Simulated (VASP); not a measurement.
Wanted: the native input for a VASP 6.6.1 run.

- Task: relaxation of cell and atoms
- Functional: PBE
- Potentials or basis: VASP PAW PBE potentials, release 64 (K_sv, Te)
- Cutoff: 600 eV
- k mesh: 3 × 3 × 4
- Occupations: gaussian, width 0.1 eV
- Spin: no spin polarisation
- Dipole correction: no
- Further INCAR settings: ALGO = Normal; EDIFF = 1e-06; IBRION = 2; EDIFFG = -0.04; NSW = 90; ISIF = 3

The structure of K3Te2 lies in POSCAR:

```
K3Te2
1.0
    5.8687249308      0.0000000000      0.0000000000
   -2.9343624654      5.0824648779      0.0000000000
    0.0000000000      0.0000000000      6.1275126245
K Te
3 2
Direct
    0.5000000000      0.0000000000      0.5699627704
    0.0000000000      0.5000000000      0.5699627704
    0.5000000000      0.5000000000      0.5699627704
    0.6666666667      0.3333333333      0.0000000000
    0.3333333333      0.6666666667      0.0000000000
```

One way to write it, as run:

INCAR

```
SYSTEM = K3Te2
  ALGO = Normal
  EDIFF = 1E-6
  EDIFFG = -0.04
  ENCUT = 600
  GGA = PE
  IBRION = 2
  ISIF = 3
  ISMEAR = 0
  LASPH = .True.
  LCHARG = .False.
  LREAL = .False.
  LWAVE = .False.
  NELM = 80
  NSW = 90
  PREC = Accurate
  SIGMA = 0.1
```

KPOINTS

```
k-points
0
Gamma
  3 3 4
  0 0 0
```

Potentials or basis: VASP PAW PBE potentials, release 64 (K_sv, Te).

Launch:

```sh
$ cat potpaw_PBE.64/K_sv/POTCAR potpaw_PBE.64/Te/POTCAR > POTCAR
$ mpirun -np 1 vasp_std > vasp.out
```

Results of the run:

| Property | Result |
| --- | --- |
| Relaxed volume | 66.09 Å³/atom |
| Relaxed cell | a = 9.894 Å, b = 9.894 Å, c = 3.898 Å, α = 90.00°, β = 90.00°, γ = 120.00° |
| Space group after relaxing (to 0.05 Å) | P6/mmm (No. 191) |
| Energy gained by relaxing | 1063.0 meV/atom |
| Ionic steps | 18 |
| Pressure after relaxing | 0.0 GPa |

Caveat: the k points lie up to 0.40 Å⁻¹ apart in the final cell; the volume moved by over 15 % at a fixed basis, so the end points are rough.

Wall time 6.7 min on 1 thread of Intel(R) Xeon(R) 6975P-C (Granite Rapids) (shared host), peak memory 0.36 GiB.
